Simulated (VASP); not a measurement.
# TiAl (P4/mmm) in VASP: notebook, part 3 of 3

VASP 6.6.1. The steps go on from the part before.

## (6) Single point, PBE

Contents of INCAR:

```
PREC = Accurate ; ENCUT = 520
EDIFF = 1E-7 ; ISMEAR = 0
SIGMA = 0.1 ; LREAL = False
LASPH = True ; NELM = 60
ALGO = Normal ; ISIF = 2
LWAVE = False ; LCHARG = False
GGA = PE ; NBANDS = 14
```

Contents of KPOINTS:

```
regular mesh
0
Gamma
  14 14 10
```

Contents of POSCAR:

```
TiAl
1.0
    2.8216407385      0.0000000000      0.0000000000
    0.0000000000      2.8216407385      0.0000000000
    0.0000000000      0.0000000000      4.0782742135
Ti Al
1 1
Direct
    0.5000000000      0.5000000000      0.5000000000
    0.0000000000      0.0000000000      0.0000000000
```

Potentials or basis: VASP PAW PBE potentials, release 64 (Ti_sv, Al).

The run is started by

```bash
$ cat potpaw_PBE.64/Ti_sv/POTCAR potpaw_PBE.64/Al/POTCAR > POTCAR
$ mpirun -np 1 vasp_std > vasp.out
```

It took 33 s on 1 thread of Intel Xeon 6975P-C (Granite Rapids), shared host; peak memory 0.22 GiB.

Results (log left out):

```yaml
Free_energy: -12.3956 eV
Pressure: -0.1 GPa
```

Levels at points of the mesh, in eV from the Fermi level:
| k point | band 5 | band 6 | band 7 | band 8 | band 9 | band 10 | band 11 | band 12 |
| --- | --- | --- | --- | --- | --- | --- | --- | --- |
| (0.00, 0.00, 0.00) | -9.05 | -1.88 | -0.85 | -0.40 | 2.15 | 2.15 | 3.30 | 6.11 |
| (0.50, 0.00, 0.00) | -4.57 | -4.53 | -1.72 | -0.26 | 1.74 | 2.50 | 4.30 | 5.06 |
| (0.50, 0.50, 0.00) | -3.18 | -0.47 | -0.47 | -0.40 | -0.22 | -0.22 | 4.18 | 4.93 |
| (0.00, 0.00, 0.50) | -7.59 | -5.28 | -0.68 | 0.61 | 1.80 | 1.80 | 3.31 | 7.92 |
| (0.50, 0.00, 0.50) | -4.92 | -2.95 | -1.21 | -1.16 | 1.35 | 1.79 | 2.29 | 3.76 |
| (0.50, 0.50, 0.50) | -2.51 | -2.26 | -2.26 | 1.76 | 2.11 | 2.70 | 4.17 | 4.17 |

## (7) Relaxation of cell and atoms, PBE

This run uses another cell than the first one, of 16.06 Å³/atom, 0.989 times its volume.

Contents of INCAR:

```
SYSTEM = TiAl
  PREC = Accurate
  ENCUT = 600
  EDIFF = 1E-6
  ISMEAR = 0
  SIGMA = 0.1
  LREAL = .FALSE.
  LASPH = .TRUE.
  NELM = 60
  ALGO = Normal
  ISIF = 3
  LWAVE = .FALSE.
  LCHARG = .FALSE.
  GGA = PE
  IBRION = 2
  NSW = 100
  EDIFFG = -0.005
```

Contents of KPOINTS:

```
regular mesh
0
G
  14 14 10
  0 0 0
```

Contents of POSCAR:

```
TiAl
1.0
    2.8107518100      0.0000000000      0.0000000000
    0.0000000000      2.8107518100      0.0000000000
    0.0000000000      0.0000000000      4.0664219200
Ti Al
1 1
Direct
    0.5000000000      0.5000000000      0.5000000000
    0.0000000000      0.0000000000      0.0000000000
```

Potentials or basis: VASP PAW PBE potentials, release 64 (Ti_sv, Al).

The run is started by

```bash
$ cat potpaw_PBE.64/Ti_sv/POTCAR potpaw_PBE.64/Al/POTCAR > POTCAR
$ mpirun -np 1 vasp_std > vasp.out
```

OUTCAR:

```text
SYSTEM = TiAl
   PREC = Accurate
   ENCUT = 600
   EDIFF = 1E-6
   ISMEAR = 0
   LREAL = .FALSE.
   LASPH = .TRUE.
   NELM = 60
   ISIF = 3
   GGA = PE
   IBRION = 2
   NSW = 100
   EDIFFG = -0.005

 ion  position               nearest neighbor table
   1  0.500  0.500  0.500-   2 2.84   2 2.84   2 2.84   2 2.84   2 2.84   2 2.84   2 2.84   2 2.84

   2  0.000  0.000  0.000-   1 2.84   1 2.84   1 2.84   1 2.84   1 2.84   1 2.84   1 2.84   1 2.84

  LATTYP: Found a simple tetragonal cell.
 ALAT       =     2.8107518100
 C/A-ratio  =     1.4467381665

  Lattice vectors:

 A1 = (   2.8107518100,   0.0000000000,   0.0000000000)
 A2 = (   0.0000000000,   2.8107518100,   0.0000000000)
 A3 = (   0.0000000000,   0.0000000000,   4.0664219200)

Analysis of symmetry for initial positions (statically):
=====================================================================
 Subroutine PRICEL returns:
 Original cell was already a primitive cell.

 Routine SETGRP: Setting up the symmetry group for a
 simple tetragonal supercell.

 Subroutine GETGRP returns: Found 16 space group operations
[... 174 lines left out ...]
  -------------------------------------------------------------------------------------
  Total        0.2393176      0.2393176      0.2186549      0.0000000     -0.0000000      0.0000000
  in kB       11.9351452     11.9351452     10.9046647      0.0000000     -0.0000000      0.0000000
  external PRESSURE =      11.5916517 kB  Pullay stress =       0.0000000 kB
[... 95 lines left out ...]
--------------------------------------- Ionic step        4  -------------------------------------------

 number of electron      14.9999999 magnetization

 Free energy of the ion-electron system (eV)
  ---------------------------------------------------
  ext. energy  EPLUGINS =         0.00000000
  ---------------------------------------------------
  free energy    TOTEN  =       -12.39556623 eV

  energy without entropy =      -12.38704290  energy(sigma->0) =      -12.39130456

 E-fermi :   8.3319     XC(G=0): -11.0359

 val. band max:        8.3282043918   @ k =   0.2143   0.1429   0.5000
 cond. band min:       8.3589834894   @ k =   0.3571   0.1429   0.2000
 fundamental gap:      0.0307790975
 Fermi energy:         8.3318643467

 k-point     1 :       0.0000    0.0000    0.0000
  band No.  band energies     occupation
      1     -48.3070      2.00000
      2     -24.7045      2.00000
      3     -24.2578      2.00000
      4     -24.2577      2.00000
      5      -0.7191      2.00000
      6       6.4496      2.00000
      7       7.4817      2.00000
      8       7.9220      2.00000
      9      10.4836      0.00000
     10      10.4836      0.00000
     11      11.6324      0.00000
[... 309 lines left out ...]
 k-point    24 :       0.3571    0.2143    0.0000
  band No.  band energies     occupation
      1     -48.2374      2.00000
      2     -24.6362      2.00000
      3     -24.6238      2.00000
      4     -24.4042      2.00000
      5       2.4630      2.00000
      6       6.5889      2.00000
      7       7.2327      2.00000
      8       8.3063      1.28254
      9       9.2847      0.00000
     10       9.6714      0.00000
     11      11.9133      0.00000

 [... further k-points ...]
[... 5 lines left out ...]
  --------------------------------------------------------------------------------------
  -------------------------------------------------------------------------------------
  Total        0.0041435      0.0041435     -0.0086987      0.0000000      0.0000000      0.0000000
  in kB        0.2045977      0.2045977     -0.4295226      0.0000000      0.0000000      0.0000000
  external PRESSURE =      -0.0067757 kB  Pullay stress =       0.0000000 kB
[... 17 lines left out ...]
  FREE ENERGIE OF THE ION-ELECTRON SYSTEM (eV)
  ---------------------------------------------------
  free  energy   TOTEN  =       -12.3955662311 eV

  energy  without entropy=      -12.3870428985  energy(sigma->0) =      -12.39130456

 reached required accuracy - stopping structural energy minimisation
```

CONTCAR:

```text
TiAl
   1.00000000000000
     2.8203691422752013    0.0000000000000000    0.0000000000000000
     0.0000000000000000    2.8203691422752013    0.0000000000000000
     0.0000000000000000   -0.0000000000000000    4.0791343674371294
  Ti              Al
     1     1
Direct
     0.5000000000000000    0.5000000000000000    0.5000000000000000
     0.0000000000000000    0.0000000000000000    0.0000000000000000

  0.00000000E+00  0.00000000E+00  0.00000000E+00
  0.00000000E+00  0.00000000E+00  0.00000000E+00
```

It took 70 s on 1 thread of Intel Xeon 6975P-C (Granite Rapids), shared host; peak memory 0.24 GiB.

What came out:

| Quantity | Value |
| --- | --- |
| Free energy | -12.3956 eV |
| Relaxed volume | 16.22 Å³/atom |
| Relaxed cell | a = 2.820 Å, b = 2.820 Å, c = 4.079 Å, α = 90.00°, β = 90.00°, γ = 90.00° |
| Space group after relaxing (to 0.05 Å) | P4/mmm (No. 123) |
| Energy gained by relaxing | 0.6 meV/atom |
| Ionic steps | 4 |
| Pressure after relaxing | 0.0 GPa |

The path:
| step | energy change (eV) | largest force (eV/Å) | pressure (GPa) | volume (Å³) |
| --- | --- | --- | --- | --- |
| 1 | 0.0000 | 0.0000 | 1.16 | 32.13 |
| 2 | -0.0007 | 0.0000 | -0.75 | 32.67 |
| 3 | -0.0012 | 0.0000 | -0.02 | 32.45 |
| 4 | -0.0012 | 0.0000 | 0.00 | 32.45 |

Final structure:
```
Ti Al
1.0
     2.82037    0.00000    0.00000
     0.00000    2.82037    0.00000
     0.00000    0.00000    4.07913
Ti Al
1 1
Direct
  0.50000 0.50000 0.50000
  0.00000 0.00000 0.00000
```

## (8) The runs side by side

```tsv
task	cell	k mesh	cutoff (eV)	gap on the mesh (eV)	pressure (GPa)
single point	a = 2.822, b = 2.822, c = 4.078 Å, 2 atoms	14 × 14 × 10	520	none	-0.1
single point	a = 2.838, b = 2.838, c = 4.102 Å, 2 atoms	14 × 14 × 10	520	none	-2.0
single point	a = 2.622, b = 2.622, c = 3.759 Å, 2 atoms	16 × 16 × 12	520	none	39.8
single point	a = 2.699, b = 2.699, c = 3.891 Å, 2 atoms	16 × 16 × 12	520	none	19.7
relaxation of cell and atoms	relaxed from a = 2.811, b = 2.811, c = 4.066 Å, 2 atoms	14 × 14 × 10	600	none	0.0
```

Alike in all rows: level PBE; potentials or basis VASP PAW PBE potentials, release 64 (Ti_sv, Al); no spin polarisation; smearing gaussian 0.1 eV.

Total energies depend on the potentials used, so only differences within one code and one set of settings carry meaning.
